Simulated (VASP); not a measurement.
A run of VASP 6.6.1 is set up as follows.

File INCAR:

```
PREC     = Accurate       # precision mode
ENCUT    = 520            # plane-wave cutoff, eV
EDIFF    = 1E-6           # SCF threshold, eV
ISMEAR   = 0              # smearing method
SIGMA    = 0.1            # smearing width, eV
LREAL    = F              # projectors in reciprocal space
LASPH    = T              # aspherical terms in the spheres
NELM     = 100            # most SCF steps
ALGO     = Normal         # electronic algorithm
ISIF     = 2              # what is computed and relaxed
LWAVE    = F              # write WAVECAR
LCHARG   = F              # write CHGCAR
GGA      = PE             # functional
NBANDS   = 19             # bands
```

Contents of KPOINTS:

```
Automatic mesh
0
Gamma
  4 4 6
```

Contents of POSCAR:

```
Mg2O
1.0
    5.2325854615      0.0000000000      0.0000000000
    0.0000000000      5.2325854615      0.0000000000
    0.0000000000      0.0000000000      3.1367742449
Mg O
4 2
Direct
    0.2079859230      0.2079859230      0.0000000000
    0.7920140770      0.7920140770      0.0000000000
    0.7079859230      0.2920140770      0.5000000000
    0.2920140770      0.7079859230      0.5000000000
    0.5000000000      0.5000000000      0.0000000000
    0.0000000000      0.0000000000      0.5000000000
```

Potentials or basis: VASP PAW PBE potentials, release 64 (Mg, O).

Launch:

```bash
$ cat potpaw_PBE.64/Mg/POTCAR potpaw_PBE.64/O/POTCAR > POTCAR
$ mpirun -np 1 vasp_std > vasp.out
```

**Question.** What does it give for the largest force?

**Answer.** 0.033 eV/Å.

**Question.** What does it give for the band gap on the k mesh?

**Answer.** Zero (band 10 reaches 4.72 eV, above the bottom of band 11 at 3.84 eV).

**Question.** What does it give for the pressure?

**Answer.** -0.4 GPa.

Forces in eV/Å, atoms in the order of the input:
```
Mg  -0.024 -0.024  0.000
Mg   0.024  0.024  0.000
Mg  -0.024  0.024  0.000
Mg   0.024 -0.024  0.000
O    0.000  0.000  0.000
O    0.000  0.000  0.000
```
